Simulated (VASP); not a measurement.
Here is a VASP 6.6.1 calculation.

Contents of INCAR:

```
PREC = Accurate
ENCUT = 910
EDIFF = 1E-6
ISMEAR = 0
SIGMA = 0.02
LREAL = False
LASPH = True
NELM = 120
ALGO = Normal
ISIF = 2
LWAVE = False
LCHARG = False
GGA = PS
NBANDS = 28
GGA_COMPAT = False
```

The input KPOINTS:

```
regular mesh
0
Gamma
  8 8 8
```

File POSCAR:

```
BaTiO3
1.0
    3.9698693324      0.0000000000      0.0000000000
    0.0000000000      3.9698693324      0.0000000000
    0.0000000000      0.0000000000      3.9698693324
Ba Ti O
1 1 3
Direct
    0.5000000000      0.5000000000      0.5000000000
    0.0000000000      0.0000000000      0.0000000000
    0.5000000000      0.0000000000      0.0000000000
    0.0000000000      0.5000000000      0.0000000000
    0.0000000000      0.0000000000      0.5000000000
```

Potentials or basis: VASP PAW PBE potentials, release 64 (Ba_sv, Ti_sv, O_h).

Command:

```bash
$ cat potpaw_PBE.64/Ba_sv/POTCAR potpaw_PBE.64/Ti_sv/POTCAR potpaw_PBE.64/O_h/POTCAR > POTCAR
$ mpirun -np 1 vasp_std > vasp.out
```

Estimate the band gap on the k mesh.

1.75 eV (least direct gap 1.87 eV).

Predict the pressure.

1.7 GPa.

Caveat: the cutoff is under 1.25 times the usual one of these potentials, so pressure, stress and relaxed cells hold a basis-set (Pulay) error; the PAW data sets were made with another functional, which shifts forces and pressure a little; spin-orbit coupling is left out, which moves the levels of the heavy elements. A k mesh can miss the band edges.
